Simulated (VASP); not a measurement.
# Hf (P6_3/mmc) in VASP: a series of runs, part 2 of 3

VASP 6.6.1.

### Step 4. Relaxation of cell and atoms, PBEsol

This run uses another cell than the first one, of 22.38 Å³/atom, 1.081 times its volume.

File INCAR:

```
ALGO = Normal ; EDIFF = 1E-6
EDIFFG = -0.005 ; ENCUT = 600
GGA = PS ; IBRION = 2
ISIF = 3 ; ISMEAR = -1
LASPH = True ; LCHARG = False
LREAL = False ; LWAVE = False
NELM = 60 ; NSW = 80
PREC = Accurate ; SIGMA = 0.05
```

File KPOINTS:

```
k-points
0
Gamma
  10 10 5
```

File POSCAR:

```
Hf
1.0
    3.1967000000      0.0000000000      0.0000000000
   -1.5983500000      2.7684234083      0.0000000000
    0.0000000000      0.0000000000      5.0578000000
Hf
2
Direct
    0.6666666667      0.3333333333      0.7500000000
    0.3333333333      0.6666666667      0.2500000000
```

Potentials or basis: VASP PAW PBE potentials, release 64 (Hf_pv).

Started as:

```console
cat potpaw_PBE.64/Hf_pv/POTCAR > POTCAR
mpirun -np 1 vasp_std > vasp.out
```

OUTCAR:

```text
EDIFF = 1E-6
   EDIFFG = -0.005
   ENCUT = 600
   GGA = PS
   IBRION = 2
   ISIF = 3
   ISMEAR = -1
   LASPH = True
   LREAL = False
   NELM = 60
   NSW = 80
   PREC = Accurate

 ion  position               nearest neighbor table
   1  0.667  0.333  0.750-   2 3.13   2 3.13   2 3.13   2 3.13   2 3.13   2 3.13
   2  0.333  0.667  0.250-   1 3.13   1 3.13   1 3.13   1 3.13   1 3.13   1 3.13

  LATTYP: Found a hexagonal cell.
 ALAT       =     3.1967000000
 C/A-ratio  =     1.5821941377

  Lattice vectors:

 A1 = (   3.1967000000,   0.0000000000,   0.0000000000)
 A2 = (  -1.5983500000,   2.7684234083,   0.0000000000)
 A3 = (   0.0000000000,   0.0000000000,   5.0578000000)

Analysis of symmetry for initial positions (statically):
=====================================================================
 Subroutine PRICEL returns:
 Original cell was already a primitive cell.

 Routine SETGRP: Setting up the symmetry group for a
 hexagonal supercell.

 Subroutine GETGRP returns: Found 24 space group operations
 (whereof 12 operations were pure point group operations)
 out of a pool of 24 trial point group operations.

The static configuration has the point symmetry D_3d.
 The point group associated with its full space group is D_6h.

Analysis of symmetry for dynamics (positions and initial velocities):
=====================================================================
 Subroutine PRICEL returns:
 Original cell was already a primitive cell.

 Routine SETGRP: Setting up the symmetry group for a
 hexagonal supercell.

 Subroutine GETGRP returns: Found 24 space group operations
 (whereof 12 operations were pure point group operations)
 out of a pool of 24 trial point group operations.

The dynamic configuration has the point symmetry D_3d.
 The point group associated with its full space group is D_6h.

 Subroutine INISYM returns: Found 24 space group operations
 (whereof 12 operations are pure point group operations),
 and found     1 'primitive' translations

----------------------------------------------------------------------------------------

                                     Primitive cell

  volume of cell :      44.7606

  direct lattice vectors                    reciprocal lattice vectors
     3.196700000  0.000000000  0.000000000     0.312822598  0.180608211  0.000000000
    -1.598350000  2.768423408  0.000000000     0.000000000  0.361216423  0.000000000
     0.000000000  0.000000000  5.057800000     0.000000000  0.000000000  0.197714421

  length of vectors
     3.196700000  3.196700000  5.057800000     0.361216423  0.361216423  0.197714421

  position of ions in fractional coordinates (direct lattice)
     0.666666667  0.333333333  0.750000000
     0.333333333  0.666666667  0.250000000

  ion indices of the primitive-cell ions
   primitive index   ion index
                 1           1
                 2           2

----------------------------------------------------------------------------------------

 KPOINTS: k-points

Automatic generation of k-mesh.
 Grid dimensions read from file:
 generate k-points for:   10   10    5

 Generating k-lattice:

  Cartesian coordinates                     Fractional coordinates (reciprocal lattice)
[... 61 lines left out ...]
   LREAL  =      F    real-space projection
   EDIFFG = -.5E-02   stopping-criterion for IOM
   NSW    =     80    number of steps for IOM
   IBRION =      2    ionic relax: 0-MD 1-quasi-New 2-CG
   NFREE  =      1    steps in history (QN), initial steepest desc. (CG)
   ISIF   =      3    stress and relaxation
   ISYM   =      2    0-nonsym 1-usesym 2-fastsym
   POTIM  = 0.5000    time-step for ionic-motion
   TEBEG  =    0.0;   TEEND  =   0.0 temperature during run
   PSTRESS=    0.0 pullay stress
   NELECT =      20.0000    total number of electrons
   NUPDOWN=      -1.0000    fix difference up-down
   EMIN   =  10.00;   EMAX   =-10.00  energy-range for DOS
   EFERMI =   0.00;   METHOD = LEGACY
   ISMEAR =    -1;   SIGMA  =   0.05  broadening in eV -4-tet -1-fermi 0-gaus
   EFERMI_NEDOS =   21; number of points for ismear=-14 and -15
   IALGO  =     38    algorithm
   IMIX   =      4    mixing-type and parameters
     AMIX     =   0.40;   BMIX     =  1.00
     AMIX_MAG =   1.60;   BMIX_MAG =  1.00
  volume/ion in A,a.u.               =      22.38       151.03
  Fermi-wavevector in a.u.,A,eV,Ry     =   1.251563  2.365112 21.312311  1.566411
  Thomas-Fermi vector in A             =   2.385505
   LORBIT       =      0    0 simple, 1 ext, 2 COOP (PROOUT), +10 PAW based schemes
   GGA     = PS    functional components
   LHFCALC =     F    Hartree Fock is set to
   AEXX    =    0.0000 exact exchange contribution
   IVDW    =     0    specifies the selected vdW correction
   LEPSILON=     F    determine dielectric tensor
   LRPA    =     F    only Hartree local field effects (RPA)
 conjugate gradient relaxation of ions
 non-spin polarized calculation
  energy-cutoff  :      600.00
  volume of cell :       44.76
 maximum number of plane-waves:      1518
 NGX is ok and might be reduce to    28
   NGX = 13   NGY = 13   NGZ = 21

--------------------------------------- Ionic step        1  -------------------------------------------

 number of electron      20.0000001 magnetization

 Free energy of the ion-electron system (eV)
  ---------------------------------------------------
  ext. energy  EPLUGINS =         0.00000000
  ---------------------------------------------------
  free energy    TOTEN  =       -20.99013392 eV

  energy without entropy =      -20.97922577  energy(sigma->0) =      -20.98467985

------------------------ aborting loop because EDIFF is reached ----------------------------------------

  FORCE on cell =-STRESS in cart. coord.  units (eV):
  Direction    XX          YY          ZZ          XY          YZ          ZX
  --------------------------------------------------------------------------------------
  -------------------------------------------------------------------------------------
  Total       -1.1476484     -1.1476484     -1.2930896      0.0000000      0.0000000      0.0000000
  in kB      -41.0793334    -41.0793334    -46.2853072      0.0000000      0.0000000      0.0000000
  external PRESSURE =     -42.8146580 kB  Pullay stress =       0.0000000 kB
[... 89 lines left out ...]
  FREE ENERGIE OF THE ION-ELECTRON SYSTEM (eV)
  ---------------------------------------------------
  free  energy   TOTEN  =       -21.0145094877 eV

  energy  without entropy=      -21.0052487919  energy(sigma->0) =      -21.00987914

[... ionic steps 4 to 8 ...]

--------------------------------------- Ionic step        9  -------------------------------------------

 number of electron      19.9999998 magnetization

------------------------ aborting loop because EDIFF is reached ----------------------------------------
[... 67 lines left out ...]
--------------------------------------- Ionic step       11  -------------------------------------------

 number of electron      19.9999998 magnetization

 Free energy of the ion-electron system (eV)
  ---------------------------------------------------
  ext. energy  EPLUGINS =         0.00000000
  ---------------------------------------------------
  free energy    TOTEN  =       -21.01451366 eV

  energy without entropy =      -21.00527455  energy(sigma->0) =      -21.00989411

 E-fermi :   5.0112     XC(G=0): -11.5736

 val. band max:        4.9711436989   @ k =   0.1000   0.1000   0.2000
 cond. band min:       5.0204256596   @ k =   0.0000   0.0000   0.4000
 fundamental gap:      0.0492819608
 Fermi energy:         5.0112245597

 k-point     1 :       0.0000    0.0000    0.0000
  band No.  band energies     occupation
      1     -25.9739      2.00000
      2     -25.1190      2.00000
      3     -25.1190      2.00000
      4     -24.9733      2.00000
      5     -24.9717      2.00000
      6     -24.9717      2.00000
      7      -2.4870      2.00000
      8       1.1972      2.00000
      9       5.8678      0.00000
     10       6.2070      0.00000
     11       6.2070      0.00000
     12       6.5219      0.00000
     13       7.0771      0.00000
     14       7.0771      0.00000
[... 377 lines left out ...]
      1     -25.8072      2.00000
      2     -25.6601      2.00000
      3     -25.4482      2.00000
      4     -25.3125      2.00000
      5     -25.2010      2.00000
      6     -25.1202      2.00000
      7       1.4747      2.00000
      8       2.4354      2.00000
      9       3.3080      2.00000
     10       3.8978      2.00000
     11       5.6588      0.00000
     12       6.1289      0.00000
     13       6.7277      0.00000
     14       9.9942      0.00000

 [... further k-points ...]
[... 5 lines left out ...]
  --------------------------------------------------------------------------------------
  -------------------------------------------------------------------------------------
  Total        0.0075893      0.0075893     -0.0043200      0.0000000      0.0000000     -0.0000000
  in kB        0.2827540      0.2827540     -0.1609500      0.0000000      0.0000000     -0.0000000
  external PRESSURE =       0.1348526 kB  Pullay stress =       0.0000000 kB
[... 17 lines left out ...]
  FREE ENERGIE OF THE ION-ELECTRON SYSTEM (eV)
  ---------------------------------------------------
  free  energy   TOTEN  =       -21.0145136559 eV

  energy  without entropy=      -21.0052745546  energy(sigma->0) =      -21.00989411

 reached required accuracy - stopping structural energy minimisation
```

Wall time 3.2 min (1 thread of Intel Xeon Platinum 8488C (Sapphire Rapids), shared host); peak memory 0.2 GiB.

Results:

```
Free energy                            : -21.0145 eV
Relaxed volume                         : 21.50 Å³/atom
Relaxed cell                           : a = 3.156 Å, b = 3.156 Å, c = 4.985 Å, α = 90.00°, β = 90.00°, γ = 120.00°
Space group after relaxing (to 0.05 Å) : P6_3/mmc (No. 194)
Energy gained by relaxing              : 12.2 meV/atom
Ionic steps                            : 11
Pressure after relaxing                : 0.0 GPa
Band gap on the k mesh                 : zero (band 10 reaches 6.21 eV, above the bottom of band 11 at 4.69 eV)
```

The path:
```tsv
step	energy change (eV)	largest force (eV/Å)	pressure (GPa)	volume (Å³)
1	0.0000	0.0000	-4.28	44.76
2	0.0117	0.0000	5.97	41.00
3	-0.0244	0.0000	-0.04	43.02
4	-0.0244	0.0000	0.05	42.98
5	-0.0244	0.0000	-0.04	43.02
6	-0.0244	0.0000	-0.02	43.01
7	-0.0244	0.0000	-0.04	43.00
8	-0.0244	0.0000	0.02	42.99
9	-0.0244	0.0000	0.03	43.00
10	-0.0244	0.0000	0.03	43.00
11	-0.0244	0.0000	0.01	43.00
```

Final structure:
```
Hf
1.0
     3.15627    0.00000    0.00000
    -1.57813    2.73341    0.00000
     0.00000    0.00000    4.98452
Hf
2
Direct
  0.66667 0.33333 0.75000
  0.33333 0.66667 0.25000
```

Caveat: the PAW data sets were made with another functional, which shifts forces and pressure a little; spin-orbit coupling is left out, which moves the levels of the heavy elements.

(Continued in part 3 of 3.)
